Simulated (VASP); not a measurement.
# Al (P-1) in VASP: a series of runs, part 2 of 2

VASP 6.6.1. Earlier steps stand in the parts before.

### Step 4. Single point, PBEsol (the part above a cut slid along it)

INCAR

```
  PREC = Accurate
  ENCUT = 520
  EDIFF = 1E-6
  ISMEAR = 0
  SIGMA = 0.15
  LREAL = False
  LASPH = True
  NELM = 60
  ALGO = Fast
  ISIF = 2
  LWAVE = False
  LCHARG = True
  GGA = PS
  LELF = True
  LVHAR = True
  NBANDS = 14
```

KPOINTS

```
regular mesh
0
Gamma
  16 16 5
```

POSCAR

```
Al
1.0
   -1.6063180831      1.6063180831     -1.6063180831
   -1.6063180831     -1.6063180831      1.6063180831
   -1.1244226582      5.9433769077      6.9071677575
Al
4
Direct
   -0.1750000000     -0.4375000000      0.8750000000
    0.4750000000      0.4375000000      0.1250000000
   -0.0750000000     -0.1875000000      0.3750000000
    0.3750000000      0.1875000000      0.6250000000
```

Potentials or basis: VASP PAW PBE potentials, release 64 (Al).

Command:

```sh
$ cat potpaw_PBE.64/Al/POTCAR > POTCAR
$ mpirun -np 1 vasp_std > vasp.out
```

OUTCAR:

```text
PREC = Accurate
   ENCUT = 520
   EDIFF = 1E-6
   ISMEAR = 0
   LREAL = False
   LASPH = True
   NELM = 60
   ISIF = 2
   GGA = PS

 ion  position               nearest neighbor table
   1  0.825  0.562  0.875-   2 2.42   4 2.78   4 2.78   2 2.99   4 3.21   4 3.21
   2  0.475  0.438  0.125-   1 2.42   3 2.78   3 2.78   1 2.99   3 3.21   3 3.21
   3  0.925  0.812  0.375-   4 2.78   2 2.78   2 2.78   4 2.78   4 3.21   2 3.21   2 3.21   4 3.21

   4  0.375  0.188  0.625-   3 2.78   1 2.78   3 2.78   1 2.78   1 3.21   3 3.21   3 3.21   1 3.21

  LATTYP: Found a triclinic cell.
 ALAT       =     3.2126361662
 B/A-ratio  =     0.8660254038
 C/A-ratio  =     2.8578838326
 COS(alpha) =     0.0101010101
 COS(beta)  =     0.1224682389
 COS(gamma) =     0.5773502692

  Lattice vectors:

 A1 = (   3.2126361662,   0.0000000000,   0.0000000000)
 A2 = (   1.6063180831,  -1.6063180831,   1.6063180831)
 A3 = (   1.1244226582,  -5.9433769077,  -6.9071677575)

Analysis of symmetry for initial positions (statically):
=====================================================================
 Subroutine PRICEL returns:
 Original cell was already a primitive cell.

 Routine SETGRP: Setting up the symmetry group for a
 triclinic supercell.

 Subroutine GETGRP returns: Found  2 space group operations
 (whereof  1 operations were pure point group operations)
 out of a pool of  2 trial point group operations.

The static configuration has the point symmetry C_1 .
 The point group associated with its full space group is S_2 .

Analysis of symmetry for dynamics (positions and initial velocities):
=====================================================================
 Subroutine PRICEL returns:
 Original cell was already a primitive cell.

 Routine SETGRP: Setting up the symmetry group for a
 triclinic supercell.

 Subroutine GETGRP returns: Found  2 space group operations
 (whereof  1 operations were pure point group operations)
 out of a pool of  2 trial point group operations.

The dynamic configuration has the point symmetry C_1 .
 The point group associated with its full space group is S_2 .

 Subroutine INISYM returns: Found  2 space group operations
 (whereof  1 operations are pure point group operations),
 and found     1 'primitive' translations

----------------------------------------------------------------------------------------

                                     Primitive cell

  volume of cell :      66.3154

  direct lattice vectors                    reciprocal lattice vectors
    -1.606318083  1.606318083 -1.606318083    -0.311270853  0.140071884 -0.171198969
    -1.606318083 -1.606318083  1.606318083    -0.311270853 -0.194544283  0.116726570
    -1.124422658  5.943376908  6.907167757     0.000000000  0.077817713  0.077817713

  length of vectors
     2.782224533  2.782224533  9.181340959     0.381862231  0.385178029  0.110050865

  position of ions in fractional coordinates (direct lattice)
     0.825000000  0.562500000  0.875000000
     0.475000000  0.437500000  0.125000000
     0.925000000  0.812500000  0.375000000
     0.375000000  0.187500000  0.625000000

  ion indices of the primitive-cell ions
   primitive index   ion index
                 1           1
                 2           2
[... 58 lines left out ...]
   total plane-waves  NPLWV =  40320
   dimension x,y,z NGX =    24 NGY =   24 NGZ =   70
   dimension x,y,z NGXF=    48 NGYF=   48 NGZF=  140
   ions per type =               4
   NGX,Y,Z   is equivalent  to a cutoff of  14.34, 14.34, 12.67 a.u.
   NGXF,Y,Z  is equivalent  to a cutoff of  28.68, 28.68, 25.35 a.u.
 SYSTEM =  unknown system
   PREC   = accura    normal or accurate (medium, high low for compatibility)
   ISTART =      0    job   : 0-new  1-cont  2-samecut
   ICHARG =      2    charge: 1-file 2-atom 10-const
   ISPIN  =      1    spin polarized calculation?
   LNONCOLLINEAR =      F non collinear calculations
   LSORBIT =      F    spin-orbit coupling
   LASPH  =      T    aspherical Exc in radial PAW
   ENCUT  =  520.0 eV  38.22 Ry    6.18 a.u.   5.17  5.17 17.07*2*pi/ulx,y,z
   NELM   =     60;   NELMIN=  2; NELMDL= -5     # of ELM steps
   EDIFF  = 0.1E-05   stopping-criterion for ELM
   LREAL  =      F    real-space projection
   EDIFFG = 0.1E-04   stopping-criterion for IOM
   NSW    =      0    number of steps for IOM
   IBRION =     -1    ionic relax: 0-MD 1-quasi-New 2-CG
   NFREE  =      0    steps in history (QN), initial steepest desc. (CG)
   ISIF   =      2    stress and relaxation
   ISYM   =      2    0-nonsym 1-usesym 2-fastsym
   POTIM  = 0.5000    time-step for ionic-motion
   TEBEG  =    0.0;   TEEND  =   0.0 temperature during run
   PSTRESS=    0.0 pullay stress
   NELECT =      12.0000    total number of electrons
   NUPDOWN=      -1.0000    fix difference up-down
   EMIN   =  10.00;   EMAX   =-10.00  energy-range for DOS
   EFERMI =   0.00;   METHOD = LEGACY
   ISMEAR =     0;   SIGMA  =   0.15  broadening in eV -4-tet -1-fermi 0-gaus
   EFERMI_NEDOS =   21; number of points for ismear=-14 and -15
   IALGO  =     68    algorithm
   IMIX   =      4    mixing-type and parameters
     AMIX     =   0.40;   BMIX     =  1.00
     AMIX_MAG =   1.60;   BMIX_MAG =  1.00
  volume/ion in A,a.u.               =      16.58       111.88
  Fermi-wavevector in a.u.,A,eV,Ry     =   0.925970  1.749830 11.665920  0.857421
  Thomas-Fermi vector in A             =   2.051882
   LORBIT       =      0    0 simple, 1 ext, 2 COOP (PROOUT), +10 PAW based schemes
   GGA     = PS    functional components
   LHFCALC =     F    Hartree Fock is set to
   AEXX    =    0.0000 exact exchange contribution
   IVDW    =     0    specifies the selected vdW correction
   LEPSILON=     F    determine dielectric tensor
   LRPA    =     F    only Hartree local field effects (RPA)
 non-spin polarized calculation
 RMM-DIIS sequential band-by-band and
 Gauss-broadening in eV      SIGMA  =   0.15
  energy-cutoff  :      520.00
  volume of cell :       66.32
 maximum number of plane-waves:      1804
 NGX is ok and might be reduce to    24
   NGX = 11   NGY = 11   NGZ = 35

 number of electron      12.0000000 magnetization

 Free energy of the ion-electron system (eV)
  ---------------------------------------------------
  ext. energy  EPLUGINS =         0.00000000
  ---------------------------------------------------
  free energy    TOTEN  =       -15.75503128 eV

  energy without entropy =      -15.73530103  energy(sigma->0) =      -15.74516615

 E-fermi :   7.8446     XC(G=0): -10.2329

 val. band max:        7.8427609348   @ k =   0.3750   0.2500   0.2000
 cond. band min:       7.8486164821   @ k =  -0.3750   0.3750   0.4000
 fundamental gap:      0.0058555473
 Fermi energy:         7.8446306208

 k-point     1 :       0.0000    0.0000    0.0000
  band No.  band energies     occupation
      1      -3.2071      2.00000
      2      -1.4336      2.00000
      3      -1.4179      2.00000
      4       3.5444      2.00000
      5       4.0486      2.00000
      6      11.9613      0.00000
      7      12.1835      0.00000
      8      16.2470      0.00000
      9      16.3369      0.00000
     10      16.7906      0.00000
     11      16.8235      0.00000
     12      17.9329      0.00000
     13      18.1025      0.00000
     14      18.5134      0.00000
[... 377 lines left out ...]
      1      -2.8994      2.00000
      2      -1.1457      2.00000
      3      -1.0982      2.00000
      4       3.8240      2.00000
      5       4.3531      2.00000
      6      12.1243      0.00000
      7      12.4537      0.00000
      8      13.2449      0.00000
      9      14.1147      0.00000
     10      15.4075      0.00000
     11      17.3099      0.00000
     12      17.3731      0.00000
     13      17.8994      0.00000
     14      18.4283      0.00000

 [... further k-points ...]

------------------------ aborting loop because EDIFF is reached ----------------------------------------

  FORCE on cell =-STRESS in cart. coord.  units (eV):
  Direction    XX          YY          ZZ          XY          YZ          ZX
  --------------------------------------------------------------------------------------
  -------------------------------------------------------------------------------------
  Total       -0.3111896      0.4580843      2.7149544      0.4243628      0.8862857      0.5281818
  in kB       -7.5183233     11.0672930     65.5931500     10.2525833     21.4126155     12.7608430
  external PRESSURE =      23.0473732 kB  Pullay stress =       0.0000000 kB

 VOLUME and BASIS-vectors are now :
 -----------------------------------------------------------------------------
  energy-cutoff  :      520.00
  volume of cell :       66.32
      direct lattice vectors                 reciprocal lattice vectors
    -1.606318083  1.606318083 -1.606318083    -0.311270853  0.140071884 -0.171198969
    -1.606318083 -1.606318083  1.606318083    -0.311270853 -0.194544283  0.116726570
    -1.124422658  5.943376908  6.907167757     0.000000000  0.077817713  0.077817713

 POSITION                                       TOTAL-FORCE (eV/Angst)
 -----------------------------------------------------------------------------------
     -3.21264      5.62211      5.62211        -0.329425     -0.449915     -1.232227
     -1.60632      0.80316      0.80316         0.329425      0.449915      1.232227
     -3.21264      2.40948      2.40948        -0.016279     -0.033097     -0.040207
     -1.60632      4.01580      4.01580         0.016279      0.033097      0.040207
 -----------------------------------------------------------------------------------
    total drift:                                0.000000     -0.000000      0.000000

  FREE ENERGIE OF THE ION-ELECTRON SYSTEM (eV)
  ---------------------------------------------------
  free  energy   TOTEN  =       -15.7550312823 eV

  energy  without entropy=      -15.7353010263  energy(sigma->0) =      -15.74516615
```

Wall time 11 min (1 thread of Oxide Virtual Turin-like, shared host); peak memory 0.49 GiB.

Results:

```yaml
Free_energy: -15.7550 eV
Pressure: 2.3 GPa
Largest_force: 1.353 eV/Å
Band_gap_on_the_k_mesh: zero (bands 6 and 7 overlap by 6.52 eV)
```

Forces on the atoms (eV/Å):
```
Al  -0.329 -0.450 -1.232
Al   0.329  0.450  1.232
Al  -0.016 -0.033 -0.040
Al   0.016  0.033  0.040
```

Caveat: the cell differs from its parent crystal (the part above a cut slid along it); the stress differs along the axes, from -1 to 7 GPa; the PAW data sets were made with another functional, which shifts forces and pressure a little.

### Step 5. Summary

```csv
cell,further INCAR settings,gap on the mesh (eV),pressure (GPa),largest force (eV/Å)
"a = 2.782, b = 2.782, c = 9.222 Å, angles 80.7, 90.0, 109.5°, 4 atoms",ALGO = Fast; EDIFF = 1e-06; NBANDS = 14,none,1.8,1.03
"a = 2.782, b = 2.782, c = 9.104 Å, angles 86.5, 91.2, 109.5°, 4 atoms",ALGO = Fast; EDIFF = 1e-07; NBANDS = 14,none,0.4,0.32
"a = 2.782, b = 2.782, c = 9.181 Å, angles 82.5, 89.4, 109.5°, 4 atoms",ALGO = Fast; EDIFF = 1e-06; NBANDS = 14,none,2.3,1.35
```

Alike in all rows: task single point; level PBEsol; potentials or basis VASP PAW PBE potentials, release 64 (Al); no spin polarisation; k mesh 16 × 16 × 5; cutoff (eV) 520; smearing gaussian 0.15 eV.

Caveats: the PAW data sets were made with another functional, which shifts forces and pressure a little; the stress differs along the axes, from -1 to 6 GPa (at least some runs); the stress differs along the axes, from -1 to 7 GPa (at least some runs).

Total energies depend on the potentials used, so only differences within one code and one set of settings carry meaning.
